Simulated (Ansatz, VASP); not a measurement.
## Two plane-wave programs on Co

```
Co
1.0
     2.42738    0.00000    0.00000
    -1.21369    2.10217    0.00000
     0.00000    0.00000    3.92305
Co
2
Direct
  0.33333 0.66667 0.25000
  0.66667 0.33333 0.75000
```

Alike in both runs: task single point; functional LDA; k mesh 15 × 15 × 8; occupations methfessel-paxton of order 1, width 1 eV; collinear spin.

```csv
,VASP,Ansatz
version,VASP 6.6.1,Ansatz 0.2.0
potentials or method,"VASP PAW LDA potentials, release 64 (Co), cutoff 520 eV","plane waves (420 eV) with PAW, scalar-relativistic"
valence electrons in the cell,18,34
```

VASP gave:

```
pressure (GPa)                                                : -8.0
traceless stress, the component that is largest in VASP (GPa) : -1.11
net moment per atom (μB)                                      : 0.89
size of the moment on the site where the two differ most (μB) : 0.89
```

Q: What did Ansatz give for the same quantities?

A: Pressure (GPa): -5.5; traceless stress, the component that is largest in VASP (GPa): -0.62; net moment per atom (μB): 1.12; size of the moment on the site where the two differ most (μB): 1.16.

The net moments are unlike, so the other rows may belong to different states. Ansatz warns that its potentials were made for another functional, while VASP's fit it. LDA's correlation is that of Perdew and Zunger in VASP and of Perdew and Wang (1992) in Ansatz. Site moments also hang on the region over which each program counts them. VASP's potentials hold 18 valence electrons a cell and Ansatz's 34, so a difference there can come from the potentials and not from the codes. Ansatz's warnings: stability check not made.
